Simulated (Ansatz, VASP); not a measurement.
Fe: VASP beside Ansatz

```
Fe
1.0
     0.00000    1.94174    1.96511
     1.49844    0.00000    1.96511
     1.49844    1.94174    0.00000
Fe
1
Direct
  0.00000 0.00000 0.00000
```

Alike in both runs: task single point; functional PBE; k mesh 13 × 13 × 13; occupations fermi-dirac, width 0.05 eV; collinear spin.

|  | VASP | Ansatz |
| --- | --- | --- |
| version | VASP 6.6.1 | Ansatz 0.2.0 |
| potentials or method | VASP PAW PBE potentials, release 64 (Fe), cutoff 520 eV | all-electron LAPW, scalar-relativistic |

VASP gave:

- gap on the k mesh at the Fermi level (eV): none
- pressure (GPa): -1.0
- traceless stress, the component that is largest in VASP (GPa): -5.13
- net moment per atom (μB): 2.20
- size of the moment on the site where the two differ most (μB): 2.19

Question: Which values does Ansatz return?

Answer: gap on the k mesh at the Fermi level (eV): none; pressure (GPa): -1.3; traceless stress, the component that is largest in VASP (GPa): -5.40; net moment per atom (μB): 2.16; size of the moment on the site where the two differ most (μB): 2.22.

Site moments also hang on the region over which each program counts them. A gap of «none» marks a metal or a gap that the smearing closes. Ansatz ran all-electron here, and VASP with PAW potentials.
